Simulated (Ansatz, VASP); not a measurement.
# One calculation of TaN, two programs

```
CELL_PARAMETERS angstrom
5.23986 0.00000 0.00000
-2.61993 4.53785 0.00000
0.00000 0.00000 2.90418
ATOMIC_POSITIONS crystal
Ta 0.00000 0.00000 0.00000
Ta 0.33333 0.66667 0.50000
Ta 0.66667 0.33333 0.50000
N 0.50000 0.00000 0.00000
N 0.50000 0.50000 0.00000
N 0.00000 0.50000 0.00000
```

Alike in both runs: functional r2SCAN; k mesh 9 × 9 × 12; occupations gaussian, width 0.1 eV; no spin polarisation.

Ansatz relaxed the structure, and its values are those at the end. VASP's run is a single point on that final structure, the one shown.

|  | VASP | Ansatz |
| --- | --- | --- |
| version | VASP 6.6.1 | Ansatz 0.2.0 |
| potentials or method | VASP PAW PBE potentials, release 64 (Ta_sv_GW, N), cutoff 660 eV | scalar-relativistic, plane waves, PAW |
| valence electrons in the cell | 54 | 54 |

|  | VASP | Ansatz | Ansatz less VASP |
| --- | --- | --- | --- |
| gap on the k mesh at the Fermi level (eV) | none | none | - |
| pressure (GPa) | 0.1 | 0.0 | -0.12 |

VASP's potentials were made for PBE, not for r2SCAN. A gap of «none» marks a metal or a gap that the smearing closes.

Neither program's run includes spin-orbit coupling.
